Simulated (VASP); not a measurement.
# Ba3Si2Ge2 (P1) in VASP: single point with r2SCAN

Aim: the single point of Ba3Si2Ge2 with r2SCAN.

Program: VASP 6.6.1. These are calculated values, not measurements. Logs are shortened: lines on timing, memory, paths and dates and some standing lists are left out, and cuts for length are marked.

## 1. The cell of the first run

The typed cell holds 7 atoms: a = 5.117 Å, b = 4.122 Å, c = 10.361 Å, α = 78.80°, β = 104.03°, γ = 90.04°.

## 2. Single point, r2SCAN

POSCAR

```
Ba3Si2Ge2
1.0
    0.0005720899      0.0126253674      5.1166836056
    4.1221860793     -0.0100023108     -0.0030565613
    2.0349166529      9.8374850966     -2.5355547234
Ba Si Ge
3 2 2
Direct
    1.0127984473      0.4602822122      0.0181667733
    0.1961939315      0.7793541098      0.3884792144
    0.8299646589      0.1412768173      0.6479344785
    0.3657060126      0.5929347834      0.7451403341
    0.6612796154      0.3276814128      0.2912449513
    0.4657284606      1.0245880835      0.8850896793
    0.5594478737      0.8959755810      0.1513845692
```

INCAR.step1

```
SYSTEM = Ba3Si2Ge2
ALGO     = Normal         ! electronic algorithm
EDIFF    = 1E-4           ! SCF threshold, eV
ENCUT    = 520            ! plane-wave cutoff, eV
GGA      = PE             ! functional
ISMEAR   = -1             ! smearing method
LASPH    = .True.         ! aspherical terms in the spheres
LCHARG   = .False.        ! write CHGCAR
LREAL    = .False.        ! projectors in reciprocal space
LWAVE    = .True.         ! write WAVECAR
NBANDS   = 42             ! bands
NELM     = 100            ! most SCF steps
PREC     = Accurate       ! precision mode
SIGMA    = 0.1            ! smearing width, eV
```

INCAR.step2

```
SYSTEM = Ba3Si2Ge2
ALGO     = Normal         ! electronic algorithm
EDIFF    = 1E-6           ! SCF threshold, eV
ENCUT    = 520            ! plane-wave cutoff, eV
ISIF     = 2              ! what is computed and relaxed
ISMEAR   = -1             ! smearing method
ISTART   = 1            
LASPH    = .True.         ! aspherical terms in the spheres
LCHARG   = .False.        ! write CHGCAR
LMIXTAU  = .True.       
LREAL    = .False.        ! projectors in reciprocal space
LWAVE    = .False.        ! write WAVECAR
METAGGA  = R2SCAN         ! meta-GGA
NBANDS   = 42             ! bands
NELM     = 100            ! most SCF steps
PREC     = Accurate       ! precision mode
SIGMA    = 0.1            ! smearing width, eV
```

KPOINTS

```
Automatic mesh
0
Gamma
  4 4 2
  0 0.5 0
```

Potentials or basis: VASP PAW PBE potentials, release 64 (Ba_sv, Si, Ge_d).

Launch:

```
> cat potpaw_PBE.64/Ba_sv/POTCAR potpaw_PBE.64/Si/POTCAR potpaw_PBE.64/Ge_d/POTCAR > POTCAR
> cp INCAR.step1 INCAR
> mpirun -np 1 vasp_std > vasp.out
> cp INCAR.step2 INCAR
> mpirun -np 1 vasp_std > vasp.out
```

OUTCAR:

```text
SYSTEM = Ba3Si2Ge2
   EDIFF = 1E-6
   ENCUT = 520
   ISIF = 2
   ISMEAR = -1
   ISTART = 1
   LASPH = .True.
   LREAL = .False.
   METAGGA = R2SCAN
   NELM = 100
   PREC = Accurate

 ion  position               nearest neighbor table
   1  0.013  0.460  0.018-   7 3.47   6 3.47   7 3.47   6 3.47   6 3.60   7 3.60   6 3.61   7 3.61
                             5 3.66   4 3.67   4 3.76   5 3.76   3 4.19   2 4.19   3 4.19   2 4.19
   2  0.196  0.779  0.388-   5 3.37   5 3.38   7 3.39   5 3.47   5 3.47   4 3.51   7 3.54   3 4.12
                             3 4.16   3 4.16   1 4.19   1 4.19   3 4.21
   3  0.830  0.141  0.648-   4 3.37   4 3.38   6 3.39   4 3.47   4 3.47   5 3.51   6 3.54   2 4.12
                             2 4.16   2 4.16   1 4.19   1 4.19   2 4.21
   4  0.366  0.593  0.745-   6 2.48   6 2.48   3 3.37   3 3.38   3 3.47   3 3.47   2 3.51   1 3.67
                             1 3.76
   5  0.661  0.328  0.291-   7 2.48   7 2.49   2 3.37   2 3.38   2 3.47   2 3.47   3 3.51   1 3.66
                             1 3.76
   6  0.466  0.025  0.885-   4 2.48   4 2.48   7 2.63   3 3.39   1 3.47   1 3.47   3 3.54   1 3.60
                             1 3.61
   7  0.559  0.896  0.151-   5 2.48   5 2.49   6 2.63   2 3.39   1 3.47   1 3.47   2 3.54   1 3.60
                             1 3.61

  LATTYP: Found a triclinic cell.
 ALAT       =    10.3607932402
 B/A-ratio  =     0.4938520725
 C/A-ratio  =     0.3978652263
 COS(alpha) =     0.0006356649
 COS(beta)  =     0.1942824235
 COS(gamma) =     0.2423603661

  Lattice vectors:

 A1 = (  -2.0349166529,  -9.8374850966,   2.5355547234)
 A2 = (   0.0005720899,   0.0126253674,   5.1166836056)
 A3 = (  -4.1221860793,   0.0100023108,   0.0030565613)

Analysis of symmetry for initial positions (statically):
=====================================================================
 Subroutine PRICEL returns:
 Original cell was already a primitive cell.

 Routine SETGRP: Setting up the symmetry group for a
 triclinic supercell.

 Subroutine GETGRP returns: Found  1 space group operations
 (whereof  1 operations were pure point group operations)
 out of a pool of  2 trial point group operations.

The static configuration has the point symmetry C_1 .

Analysis of symmetry for dynamics (positions and initial velocities):
=====================================================================
 Subroutine PRICEL returns:
 Original cell was already a primitive cell.

 Routine SETGRP: Setting up the symmetry group for a
 triclinic supercell.

 Subroutine GETGRP returns: Found  1 space group operations
 (whereof  1 operations were pure point group operations)
 out of a pool of  2 trial point group operations.

The dynamic configuration has the point symmetry C_1 .

 Subroutine INISYM returns: Found  1 space group operations
 (whereof  1 operations are pure point group operations),
 and found     1 'primitive' translations

----------------------------------------------------------------------------------------

                                     Primitive cell

  volume of cell :     207.7275

  direct lattice vectors                    reciprocal lattice vectors
     0.000572090  0.012625367  5.116683606     0.000266841  0.050286107  0.195314982
     4.122186079 -0.010002311 -0.003056561     0.242468160 -0.050130454  0.000096586
     2.034916653  9.837485097 -2.535554723     0.000246188  0.101536489 -0.000250568

  length of vectors
     5.116699214  4.122199348 10.360793240     0.201684670  0.247596205  0.101537097

  position of ions in fractional coordinates (direct lattice)
     0.012798447  0.460282212  0.018166773
     0.196193931  0.779354110  0.388479214
     0.829964659  0.141276817  0.647934478
     0.365706013  0.592934783  0.745140334
     0.661279615  0.327681413  0.291244951
     0.465728461  0.024588083  0.885089679
     0.559447874  0.895975581  0.151384569

  ion indices of the primitive-cell ions
   primitive index   ion index
                 1           1
                 2           2
                 3           3
                 4           4
                 5           5
                 6           6
                 7           7

----------------------------------------------------------------------------------------

 KPOINTS: Automatic mesh

Automatic generation of k-mesh.
 Grid dimensions read from file:
 generate k-points for:    4    4    2

 Generating k-lattice:

  Cartesian coordinates                     Fractional coordinates (reciprocal lattice)
     0.000066710  0.012571527  0.048828746     0.250000000  0.000000000 -0.000000000
     0.060617040 -0.012532614  0.000024147    -0.000000000  0.250000000 -0.000000000
     0.000123094  0.050768245 -0.000125284     0.000000000 -0.000000000  0.500000000

  Length of vectors
     0.050421167  0.061899051  0.050768548

  Shift w.r.t. Gamma in fractional coordinates (k-lattice)
     0.000000000  0.500000000  0.000000000

 Subroutine IBZKPT returns following result:
 ===========================================

 Found     16 irreducible k-points:

 Following reciprocal coordinates:
            Coordinates               Weight
  0.000000  0.125000 -0.000000      2.000000
  0.250000  0.125000 -0.000000      2.000000
  0.500000  0.125000 -0.000000      2.000000
 -0.250000  0.125000 -0.000000      2.000000
  0.000000  0.375000 -0.000000      2.000000
  0.250000  0.375000 -0.000000      2.000000
[... 8 lines left out ...]
  0.500000  0.375000  0.500000      2.000000
 -0.250000  0.375000  0.500000      2.000000
   k-points           NKPTS =     16   k-points in BZ     NKDIM =     16   number of bands    NBANDS=     42
   number of dos      NEDOS =    301   number of ions     NIONS =      7
   total plane-waves  NPLWV = 102400
   dimension x,y,z NGX =    40 NGY =   32 NGZ =   80
   dimension x,y,z NGXF=    80 NGYF=   64 NGZF=  160
   ions per type =               3   2   2
   NGX,Y,Z   is equivalent  to a cutoff of  13.00, 12.91, 12.84 a.u.
   NGXF,Y,Z  is equivalent  to a cutoff of  25.99, 25.81, 25.67 a.u.
 SYSTEM =  Ba3Si2Ge2
   PREC   = accura    normal or accurate (medium, high low for compatibility)
   ISTART =      1    job   : 0-new  1-cont  2-samecut
   ICHARG =      0    charge: 1-file 2-atom 10-const
   ISPIN  =      1    spin polarized calculation?
   LNONCOLLINEAR =      F non collinear calculations
   LSORBIT =      F    spin-orbit coupling
   LASPH  =      T    aspherical Exc in radial PAW
   ENCUT  =  520.0 eV  38.22 Ry    6.18 a.u.   9.51  7.66 19.26*2*pi/ulx,y,z
   NELM   =    100;   NELMIN=  2; NELMDL=  0     # of ELM steps
   EDIFF  = 0.1E-05   stopping-criterion for ELM
   LREAL  =      F    real-space projection
   EDIFFG = 0.1E-04   stopping-criterion for IOM
   NSW    =      0    number of steps for IOM
   IBRION =     -1    ionic relax: 0-MD 1-quasi-New 2-CG
   NFREE  =      0    steps in history (QN), initial steepest desc. (CG)
   ISIF   =      2    stress and relaxation
   ISYM   =      2    0-nonsym 1-usesym 2-fastsym
   POTIM  = 0.5000    time-step for ionic-motion
   TEBEG  =    0.0;   TEEND  =   0.0 temperature during run
   PSTRESS=    0.0 pullay stress
   NELECT =      66.0000    total number of electrons
   NUPDOWN=      -1.0000    fix difference up-down
   EMIN   =  10.00;   EMAX   =-10.00  energy-range for DOS
   EFERMI =   0.00;   METHOD = LEGACY
   ISMEAR =    -1;   SIGMA  =   0.10  broadening in eV -4-tet -1-fermi 0-gaus
   EFERMI_NEDOS =   21; number of points for ismear=-14 and -15
   IALGO  =     38    algorithm
   IMIX   =      4    mixing-type and parameters
     AMIX     =   0.40;   BMIX     =  1.00
     AMIX_MAG =   1.60;   BMIX_MAG =  1.00
  volume/ion in A,a.u.               =      29.68       200.26
  Fermi-wavevector in a.u.,A,eV,Ry     =   1.117098  2.111010 16.978833  1.247909
  Thomas-Fermi vector in A             =   2.253718
   LORBIT       =      0    0 simple, 1 ext, 2 COOP (PROOUT), +10 PAW based schemes
   METAGGA = R2SCAN    functional components
   LHFCALC =     F    Hartree Fock is set to
   AEXX    =    0.0000 exact exchange contribution
   IVDW    =     0    specifies the selected vdW correction
   LEPSILON=     F    determine dielectric tensor
   LRPA    =     F    only Hartree local field effects (RPA)
 non-spin polarized calculation
  energy-cutoff  :      520.00
  volume of cell :      207.73
 maximum number of plane-waves:      5611
 NGX is ok and might be reduce to    40
   NGX = 19   NGY = 15   NGZ = 39

 number of electron      66.0000010 magnetization

 Free energy of the ion-electron system (eV)
  ---------------------------------------------------
  ext. energy  EPLUGINS =         0.00000000
  ---------------------------------------------------
  free energy    TOTEN  =      -128.21714432 eV

  energy without entropy =     -128.11111408  energy(sigma->0) =     -128.16412920

 E-fermi :   4.3752     XC(G=0):  -9.8117

 val. band max:        4.3682104349   @ k =   0.0000   0.1250  -0.0000
 cond. band min:       4.5228668738   @ k =   0.0000   0.3750  -0.0000
 fundamental gap:      0.1546564389
 Fermi energy:         4.3751796621

 k-point     1 :       0.0000    0.1250   -0.0000
  band No.  band energies     occupation
      1     -24.8743      2.00000
      2     -24.8027      2.00000
      3     -24.7643      2.00000
      4     -20.9468      2.00000
      5     -20.9165      2.00000
      6     -20.8638      2.00000
[... 34 lines left out ...]
     41       7.1525      0.00000
     42       7.5874      0.00000

 k-point     2 :       0.2500    0.1250   -0.0000
  band No.  band energies     occupation
      1     -24.8630      2.00000
      2     -24.8107      2.00000
      3     -24.7623      2.00000
      4     -20.9469      2.00000
      5     -20.9166      2.00000
      6     -20.8638      2.00000
[... 619 lines left out ...]
     41       8.1511      0.00000
     42       8.4074      0.00000

 k-point    16 :      -0.2500    0.3750    0.5000
  band No.  band energies     occupation
      1     -24.8162      2.00000
      2     -24.7957      2.00000
      3     -24.7377      2.00000
      4     -20.9450      2.00000
      5     -20.9184      2.00000
      6     -20.8654      2.00000
[... 34 lines left out ...]
     41       7.8527      0.00000
     42       8.1917      0.00000

------------------------ aborting loop because EDIFF is reached ----------------------------------------

  FORCE on cell =-STRESS in cart. coord.  units (eV):
  Direction    XX          YY          ZZ          XY          YZ          ZX
  --------------------------------------------------------------------------------------
  -------------------------------------------------------------------------------------
  Total        0.4744006      0.4470814      0.5481867     -0.0000828     -0.0188550      0.0037067
  in kB        3.6589945      3.4482850      4.2280976     -0.0006386     -0.1454266      0.0285894
  external PRESSURE =       3.7784590 kB  Pullay stress =       0.0000000 kB

 VOLUME and BASIS-vectors are now :
 -----------------------------------------------------------------------------
  energy-cutoff  :      520.00
  volume of cell :      207.73
      direct lattice vectors                 reciprocal lattice vectors
     0.000572090  0.012625367  5.116683606     0.000266841  0.050286107  0.195314982
     4.122186079 -0.010002311 -0.003056561     0.242468160 -0.050130454  0.000096586
     2.034916653  9.837485097 -2.535554723     0.000246188  0.101536489 -0.000250568

 POSITION                                       TOTAL-FORCE (eV/Angst)
 -----------------------------------------------------------------------------------
      1.93434      0.17427      0.01802         0.000962      0.000000      0.000116
      4.00328      3.81634      0.01647        -0.002654      0.030748      0.005746
      1.90134      6.38311      2.60336         0.003583     -0.030289     -0.005051
      3.96070      7.32899     -0.01995         0.001954      0.028959      0.010400
      1.94380      2.87019      2.64409        -0.000646     -0.028912     -0.012757
      1.90271      8.71269      0.13872        -0.000504     -0.002365     -0.017590
      4.00175      1.48734      2.47594        -0.002697      0.001860      0.019136
 -----------------------------------------------------------------------------------
    total drift:                               -0.004905     -0.000209     -0.000606

  FREE ENERGIE OF THE ION-ELECTRON SYSTEM (eV)
  ---------------------------------------------------
  free  energy   TOTEN  =      -128.2171443230 eV

  energy  without entropy=     -128.1111140783  energy(sigma->0) =     -128.16412920
```

Run time: 6.5 min. Hardware: 1 thread of Intel Xeon Platinum 8375C at 2.90GHz (Ice Lake), shared host; peak memory 0.41 GiB.

What came out:

```yaml
Free_energy: -128.2171 eV
Pressure: 0.4 GPa
Largest_force: 0.032 eV/Å
Band_gap_on_the_k_mesh: zero (band 33 reaches 4.75 eV, above the bottom of band 34 at 4.07 eV)
```

Forces in eV/Å, atoms in the order of the input:
```
Ba   0.001  0.000  0.000
Ba  -0.003  0.031  0.006
Ba   0.004 -0.030 -0.005
Si   0.002  0.029  0.010
Si  -0.001 -0.029 -0.013
Ge  -0.001 -0.002 -0.018
Ge  -0.003  0.002  0.019
```

Caveat: the k points lie up to 0.39 Å⁻¹ apart; the PAW data sets were made with another functional, which shifts forces and pressure a little; spin-orbit coupling is left out, which moves the levels of the heavy elements.
